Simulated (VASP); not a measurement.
# InSe (P6_3/mmc) in VASP: single point with PBE+D3(BJ)

Aim: the single point of InSe with PBE+D3(BJ).

All numbers are computed with VASP 6.6.1; they aren't measurements. Logs are shortened: lines on timing, memory, paths and dates and some standing lists are left out, and cuts for length are marked.

**1. The cell of the first run**

Symmetry: P6_3/mmc, No. 194, hexagonal system. The conventional cell has a = 4.032 Å, b = 4.032 Å, c = 16.763 Å, α = 90.00°, β = 90.00°, γ = 120.00°. In (site symmetry 3m) has 3 Se at 2.66 Å and 1 In at 2.79 Å within 3.5 Å. Within 3.5 Å of Se (site symmetry 3m) lie 3 In at 2.66 Å.

**2. Single point, PBE+D3(BJ)**

INCAR

```
PREC = Accurate
ENCUT = 520
EDIFF = 1E-6
ISMEAR = 0
SIGMA = 0.01
LREAL = False
LASPH = True
NELM = 80
ALGO = Normal
ISIF = 2
LWAVE = False
LCHARG = True
GGA = PE
IVDW = 12
LELF = True
LVHAR = True
NBANDS = 48
```

KPOINTS

```
regular mesh
0
Gamma
  10 10 3
```

POSCAR

```
InSe
1.0
    4.0323647345      0.0000000000      0.0000000000
   -2.0161823673      3.4921302974      0.0000000000
    0.0000000000      0.0000000000     16.7632545153
In Se
4 4
Direct
    0.3333333333      0.6666666667      0.1666677262
    0.6666666667      0.3333333333      0.6666677262
    0.3333333333      0.6666666667      0.3333322738
    0.6666666667      0.3333333333      0.8333322738
    0.3333333333      0.6666666667      0.5899146032
    0.6666666667      0.3333333333      0.0899146032
    0.3333333333      0.6666666667      0.9100853968
    0.6666666667      0.3333333333      0.4100853968
```

Potentials or basis: VASP PAW PBE potentials, release 64 (In_d, Se).

On the command line:

```
$ cat potpaw_PBE.64/In_d/POTCAR potpaw_PBE.64/Se/POTCAR > POTCAR
$ mpirun -np 1 vasp_std > vasp.out
```

OUTCAR:

```text
PREC = Accurate
   ENCUT = 520
   EDIFF = 1E-6
   ISMEAR = 0
   LREAL = False
   LASPH = True
   NELM = 80
   ISIF = 2
   GGA = PE
   IVDW = 12
 IVDW          = 12

 ion  position               nearest neighbor table
   1  0.333  0.667  0.167-   6 2.66   6 2.66   6 2.66   3 2.79
   2  0.667  0.333  0.667-   5 2.66   5 2.66   5 2.66   4 2.79
   3  0.333  0.667  0.333-   8 2.66   8 2.66   8 2.66   1 2.79
   4  0.667  0.333  0.833-   7 2.66   7 2.66   7 2.66   2 2.79
   5  0.333  0.667  0.590-   2 2.66   2 2.66   2 2.66
   6  0.667  0.333  0.090-   1 2.66   1 2.66   1 2.66
   7  0.333  0.667  0.910-   4 2.66   4 2.66   4 2.66
   8  0.667  0.333  0.410-   3 2.66   3 2.66   3 2.66

  LATTYP: Found a hexagonal cell.
 ALAT       =     4.0323647345
 C/A-ratio  =     4.1571771452

  Lattice vectors:

 A1 = (   4.0323647345,   0.0000000000,   0.0000000000)
 A2 = (  -2.0161823673,   3.4921302974,   0.0000000000)
 A3 = (   0.0000000000,   0.0000000000,  16.7632545153)

Analysis of symmetry for initial positions (statically):
=====================================================================
 Subroutine PRICEL returns:
 Original cell was already a primitive cell.

 Routine SETGRP: Setting up the symmetry group for a
 hexagonal supercell.

 Subroutine GETGRP returns: Found 24 space group operations
 (whereof 12 operations were pure point group operations)
 out of a pool of 24 trial point group operations.

The static configuration has the point symmetry D_3d.
 The point group associated with its full space group is D_6h.

Analysis of symmetry for dynamics (positions and initial velocities):
=====================================================================
 Subroutine PRICEL returns:
 Original cell was already a primitive cell.

 Routine SETGRP: Setting up the symmetry group for a
 hexagonal supercell.

 Subroutine GETGRP returns: Found 24 space group operations
 (whereof 12 operations were pure point group operations)
 out of a pool of 24 trial point group operations.

The dynamic configuration has the point symmetry D_3d.
 The point group associated with its full space group is D_6h.

 Subroutine INISYM returns: Found 24 space group operations
 (whereof 12 operations are pure point group operations),
 and found     1 'primitive' translations

----------------------------------------------------------------------------------------

                                     Primitive cell

  volume of cell :     236.0525

  direct lattice vectors                    reciprocal lattice vectors
     4.032364734  0.000000000  0.000000000     0.247993440  0.143179079  0.000000000
    -2.016182367  3.492130297  0.000000000     0.000000000  0.286358158  0.000000000
     0.000000000  0.000000000 16.763254515     0.000000000  0.000000000  0.059654287

  length of vectors
     4.032364734  4.032364735 16.763254515     0.286358158  0.286358158  0.059654287

  position of ions in fractional coordinates (direct lattice)
     0.333333333  0.666666667  0.166667726
     0.666666667  0.333333333  0.666667726
     0.333333333  0.666666667  0.333332274
     0.666666667  0.333333333  0.833332274
     0.333333333  0.666666667  0.589914603
     0.666666667  0.333333333  0.089914603
     0.333333333  0.666666667  0.910085397
     0.666666667  0.333333333  0.410085397

  ion indices of the primitive-cell ions
   primitive index   ion index
                 1           1
                 2           2
                 3           3
                 4           4
                 5           5
                 6           6
                 7           7
                 8           8

----------------------------------------------------------------------------------------

 KPOINTS: regular mesh

Automatic generation of k-mesh.
 Grid dimensions read from file:
 generate k-points for:   10   10    3

 Generating k-lattice:

  Cartesian coordinates                     Fractional coordinates (reciprocal lattice)
     0.024799344  0.014317908  0.000000000     0.100000000  0.000000000  0.000000000
     0.000000000  0.028635816  0.000000000     0.000000000  0.100000000  0.000000000
     0.000000000  0.000000000  0.019884762     0.000000000  0.000000000  0.333333333

  Length of vectors
     0.028635816  0.028635816  0.019884762

  Shift w.r.t. Gamma in fractional coordinates (k-lattice)
     0.000000000  0.000000000  0.000000000

 Subroutine IBZKPT returns following result:
 ===========================================

 Found     28 irreducible k-points:

 Following reciprocal coordinates:
            Coordinates               Weight
  0.000000  0.000000  0.000000      1.000000
  0.100000  0.000000  0.000000      6.000000
  0.200000  0.000000  0.000000      6.000000
  0.300000  0.000000  0.000000      6.000000
  0.400000  0.000000  0.000000      6.000000
  0.500000  0.000000  0.000000      3.000000
[... 16 lines left out ...]
  0.300000  0.100000  0.333333     24.000000
  0.400000  0.100000  0.333333     24.000000
 [... further k-points ...]
   k-points           NKPTS =     28   k-points in BZ     NKDIM =     28   number of bands    NBANDS=     48
   number of dos      NEDOS =    301   number of ions     NIONS =      8
   total plane-waves  NPLWV = 113400
   dimension x,y,z NGX =    30 NGY =   30 NGZ =  126
   dimension x,y,z NGXF=    60 NGYF=   60 NGZF=  252
   ions per type =               4   4
   NGX,Y,Z   is equivalent  to a cutoff of  12.37, 12.37, 12.50 a.u.
   NGXF,Y,Z  is equivalent  to a cutoff of  24.74, 24.74, 24.99 a.u.
 SYSTEM =  unknown system
   PREC   = accura    normal or accurate (medium, high low for compatibility)
   ISTART =      0    job   : 0-new  1-cont  2-samecut
   ICHARG =      2    charge: 1-file 2-atom 10-const
   ISPIN  =      1    spin polarized calculation?
   LNONCOLLINEAR =      F non collinear calculations
   LSORBIT =      F    spin-orbit coupling
   LASPH  =      T    aspherical Exc in radial PAW
   ENCUT  =  520.0 eV  38.22 Ry    6.18 a.u.   7.50  7.50 31.17*2*pi/ulx,y,z
   NELM   =     80;   NELMIN=  2; NELMDL= -5     # of ELM steps
   EDIFF  = 0.1E-05   stopping-criterion for ELM
   LREAL  =      F    real-space projection
[... 7 lines left out ...]
   TEBEG  =    0.0;   TEEND  =   0.0 temperature during run
   PSTRESS=    0.0 pullay stress
   NELECT =      76.0000    total number of electrons
   NUPDOWN=      -1.0000    fix difference up-down
   EMIN   =  10.00;   EMAX   =-10.00  energy-range for DOS
   EFERMI =   0.00;   METHOD = LEGACY
   ISMEAR =     0;   SIGMA  =   0.01  broadening in eV -4-tet -1-fermi 0-gaus
   EFERMI_NEDOS =   21; number of points for ismear=-14 and -15
   IALGO  =     38    algorithm
   IMIX   =      4    mixing-type and parameters
     AMIX     =   0.40;   BMIX     =  1.00
     AMIX_MAG =   1.60;   BMIX_MAG =  1.00
  volume/ion in A,a.u.               =      29.51       199.12
  Fermi-wavevector in a.u.,A,eV,Ry     =   1.122044  2.120355 17.129496  1.258982
  Thomas-Fermi vector in A             =   2.258701
   LORBIT       =      0    0 simple, 1 ext, 2 COOP (PROOUT), +10 PAW based schemes
   GGA     = PE    functional components
   LHFCALC =     F    Hartree Fock is set to
   AEXX    =    0.0000 exact exchange contribution
   IVDW    =    12    specifies the selected vdW correction
   LEPSILON=     F    determine dielectric tensor
   LRPA    =     F    only Hartree local field effects (RPA)
 non-spin polarized calculation
 Gauss-broadening in eV      SIGMA  =   0.01
  energy-cutoff  :      520.00
  volume of cell :      236.05
 maximum number of plane-waves:      6394
 NGX is ok and might be reduce to    30
   NGX = 15   NGY = 15   NGZ = 63

 number of electron      76.0000013 magnetization

 Free energy of the ion-electron system (eV)
  ---------------------------------------------------
  ext. energy  EPLUGINS =         0.00000000
  ---------------------------------------------------
  free energy    TOTEN  =       -28.32258617 eV

  energy without entropy =      -28.32258617  energy(sigma->0) =      -28.32258617

 E-fermi :   4.0863     XC(G=0):  -8.8730

 val. band max:        4.0118028810   @ k =   0.0000   0.0000   0.0000
 cond. band min:       4.3660269091   @ k =   0.0000   0.0000   0.0000
 fundamental gap:      0.3542240281
 Fermi energy:         4.0862883827

 k-point     1 :       0.0000    0.0000    0.0000
  band No.  band energies     occupation
      1     -10.7752      2.00000
      2     -10.7744      2.00000
      3     -10.5900      2.00000
      4     -10.5900      2.00000
      5     -10.5896      2.00000
      6     -10.5896      2.00000
[... 40 lines left out ...]
     47       9.0999      0.00000
     48       9.4010      0.00000

 k-point     2 :       0.1000    0.0000    0.0000
  band No.  band energies     occupation
      1     -10.7747      2.00000
      2     -10.7739      2.00000
      3     -10.6259      2.00000
      4     -10.6210      2.00000
      5     -10.5886      2.00000
      6     -10.5882      2.00000
[... 40 lines left out ...]
     47       8.8679      0.00000
     48       9.2651      0.00000

 k-point     3 :       0.2000    0.0000    0.0000
  band No.  band energies     occupation
      1     -10.7828      2.00000
      2     -10.7818      2.00000
      3     -10.6923      2.00000
      4     -10.6824      2.00000
      5     -10.6348      2.00000
      6     -10.6228      2.00000
[... 40 lines left out ...]
     47       8.5399      0.00000
     48       8.7347      0.00000

 k-point     4 :       0.3000    0.0000    0.0000
  band No.  band energies     occupation
      1     -10.8270      2.00000
      2     -10.8204      2.00000
      3     -10.7189      2.00000
      4     -10.7162      2.00000
      5     -10.7135      2.00000
      6     -10.7035      2.00000
[... 958 lines left out ...]
     47       8.4541      0.00000
     48       8.5797      0.00000

 k-point    23 :       0.3000    0.1000    0.3333
  band No.  band energies     occupation
      1     -10.8532      2.00000
      2     -10.8496      2.00000
      3     -10.7486      2.00000
      4     -10.7433      2.00000
      5     -10.7188      2.00000
      6     -10.7172      2.00000
[... 40 lines left out ...]
     47       8.3515      0.00000
     48       8.4040      0.00000

 k-point    24 :       0.4000    0.1000    0.3333
  band No.  band energies     occupation
      1     -10.8836      2.00000
      2     -10.8812      2.00000
      3     -10.7822      2.00000
      4     -10.7786      2.00000
      5     -10.7173      2.00000
      6     -10.7162      2.00000
[... 40 lines left out ...]
     47       8.2338      0.00000
     48       8.3625      0.00000

 [... further k-points ...]

------------------------ aborting loop because EDIFF is reached ----------------------------------------

 Edisp (eV)   -2.37358

 E8    (eV) :    -1.0876

  FORCE on cell =-STRESS in cart. coord.  units (eV):
  Direction    XX          YY          ZZ          XY          YZ          ZX
  --------------------------------------------------------------------------------------
  -------------------------------------------------------------------------------------
  Total       0.05556     0.05556     0.04367    -0.00000    -0.00000     0.00000
  in kB       0.37711     0.37711     0.29642    -0.00000    -0.00000     0.00000
  external pressure =        0.35 kB  Pullay stress =        0.00 kB

 VOLUME and BASIS-vectors are now :
 -----------------------------------------------------------------------------
  energy-cutoff  :      520.00
  volume of cell :      236.05
      direct lattice vectors                 reciprocal lattice vectors
     4.032364734  0.000000000  0.000000000     0.247993440  0.143179079  0.000000000
    -2.016182367  3.492130297  0.000000000     0.000000000  0.286358158  0.000000000
     0.000000000  0.000000000 16.763254515     0.000000000  0.000000000  0.059654287

 POSITION                                       TOTAL-FORCE (eV/Angst)
 -----------------------------------------------------------------------------------
     -0.00000      2.32809      2.79389         0.000000      0.000000      0.013876
      2.01618      1.16404     11.17552         0.000000     -0.000000      0.013876
     -0.00000      2.32809      5.58773        -0.000000     -0.000000     -0.013876
      2.01618      1.16404     13.96936        -0.000000     -0.000000     -0.013876
     -0.00000      2.32809      9.88889         0.000000      0.000000     -0.014599
      2.01618      1.16404      1.50726        -0.000000      0.000000     -0.014599
     -0.00000      2.32809     15.25599         0.000000     -0.000000      0.014599
      2.01618      1.16404      6.87437        -0.000000     -0.000000      0.014599
 -----------------------------------------------------------------------------------
    total drift:                               -0.000000      0.000000      0.000000

  FREE ENERGIE OF THE ION-ELECTRON SYSTEM (eV)
  ---------------------------------------------------
  free  energy   TOTEN  =       -30.6961669797 eV

  energy  without entropy=      -30.6961669797  energy(sigma->0) =      -30.69616698
```

It took 5.8 min on 1 thread of Oxide Virtual Turin-like, shared host; peak memory 0.44 GiB.

Results:

```
Free energy                : -30.6962 eV
Pressure                   : 0.0 GPa
Largest force              : 0.015 eV/Å
Band gap on the k mesh     : 0.35 eV, direct
Dispersion energy per atom : -0.297 eV
```

Forces on the atoms (eV/Å):
```
In   0.000  0.000  0.014
In   0.000  0.000  0.014
In   0.000  0.000 -0.014
In   0.000  0.000 -0.014
Se   0.000  0.000 -0.015
Se   0.000  0.000 -0.015
Se   0.000  0.000  0.015
Se   0.000  0.000  0.015
```

Caveat: spin-orbit coupling is left out, which moves the levels of the heavy elements.
